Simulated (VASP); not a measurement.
A run of VASP 6.6.1 is set up as follows.

File INCAR:

```
SYSTEM = Ta12F
PREC = Accurate
ENCUT = 520
EDIFF = 1E-6
ISMEAR = 0
SIGMA = 0.1
LREAL = .FALSE.
LASPH = .TRUE.
NELM = 200
ALGO = Normal
ISIF = 2
LWAVE = .FALSE.
LCHARG = .TRUE.
ISPIN = 2
MAGMOM = 0 0 0 0 0 0 0 0 0 0 0 0 1
LORBIT = 11
LMAXMIX = 4
LDIPOL = .TRUE.
IDIPOL = 3
DIPOL = 0.5 0.5 0.313
GGA = CA
LVHAR = .TRUE.
LVACPOTAV = .TRUE.
NBANDS = 86
GGA_COMPAT = .FALSE.
NELMDL = -8
KPAR = 4
```

KPOINTS

```
regular mesh
0
G
  5 5 1
  0 0 0
```

POSCAR

```
Ta12F
1.0
    5.6341016702      0.0000000000      0.0000000000
   -1.8780338901      5.3118819959      0.0000000000
    0.0000000000      0.0000000000     21.4444204585
Ta F
12 1
Direct
    0.2500000000      0.2500000000      0.1865287060
    0.2500000000      0.7500000000      0.1865287060
    0.7500000000      0.2500000000      0.1865287060
    0.7500000000      0.7500000000      0.1865287060
    0.0000000000      0.0000000000      0.2901575821
    0.0000000000      0.5000000000      0.2901575821
    0.5000000000      0.0000000000      0.2901575821
    0.5000000000      0.5000000000      0.2901575821
    0.2500000000      0.2500000000      0.3937817054
    0.2500000000      0.7500000000      0.3937817054
    0.7500000000      0.2500000000      0.3937817054
    0.7500000000      0.7500000000      0.3937817054
    0.5000000000      0.5000000000      0.5817093767
```

Potentials or basis: VASP PAW LDA potentials, release 64 (Ta_pv, F).

Command:

```sh
$ cat potpaw_LDA.64/Ta_pv/POTCAR potpaw_LDA.64/F/POTCAR > POTCAR
$ mpirun -np 4 vasp_std > vasp.out
```

(1) Estimate the net moment.

(2) Estimate the largest force.

Results:

(1) 0.00 μB per cell.

(2) 0.751 eV/Å.
